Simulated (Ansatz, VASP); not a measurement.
One calculation of SnSe, two programs

Contents of INCAR:

```
PREC = Accurate
ENCUT = 600
EDIFF = 1E-6
ISMEAR = -1
SIGMA = 0.1
LREAL = False
LASPH = True
NELM = 60
ALGO = Normal
ISIF = 3
LWAVE = False
LCHARG = False
GGA = PE
IBRION = 2
NSW = 60
EDIFFG = -0.005
```

KPOINTS

```
Automatic mesh
0
Gamma
  14 14 14
```

File POSCAR:

```
SnSe
1.0
    3.0546685047      0.0000000000      0.0000000000
    0.0000000000      3.0546685047      0.0000000000
    0.0000000000      0.0000000000      3.0546685047
Sn Se
1 1
Direct
    0.0000000000      0.0000000000      0.0000000000
    0.5000000000      0.5000000000      0.5000000000
```

Input for Ansatz:

```yaml
crystal:
  lattice:
    - [3.0546685047, 0.0, 0.0]
    - [0.0, 3.0546685047, 0.0]
    - [0.0, 0.0, 3.0546685047]
  atoms:
    - { symbol: Sn, position: [0.0, 0.0, 0.0] }
    - { symbol: Se, position: [0.5, 0.5, 0.5] }
kpoints:
  mp_grid: { grid: [14, 14, 14] }
scf:
  occupations: { method: fermi_dirac, width: 0.1 }
hamiltonian:
  xc: pbe
  pseudopotentials: { kind: paw }
output:
  forces: true
  stress: true
relax:
  f_tol: 0.005
  max_steps: 40
  cell: {}
```

Alike in both runs: task relaxation of cell and atoms; functional PBE; k mesh 14 × 14 × 14; occupations fermi-dirac, width 0.1 eV; no spin polarisation.

```csv
,VASP,Ansatz
version,VASP 6.6.1,Ansatz 0.2.0
potentials or method,"VASP PAW PBE potentials, release 64 (Sn_d, Se)","PAW with Ansatz's default frozen-core files, scalar-relativistic"
plane-wave cutoff (eV),600,420
valence electrons in the cell,20,30
```

|  | VASP | Ansatz | Ansatz less VASP |
| --- | --- | --- | --- |
| relaxed volume (Å³/atom) | 24.92 | 24.92 | -0.002 |
| relaxed cell length with the largest relative difference (Å) | 3.680 | 3.680 | -0.0001 |

VASP's potentials hold 20 valence electrons a cell and Ansatz's 30, so a difference there can come from the potentials and not from the codes.

Noted on VASP's run: the volume moved by over 15 % at a fixed basis, so the end points are rough.
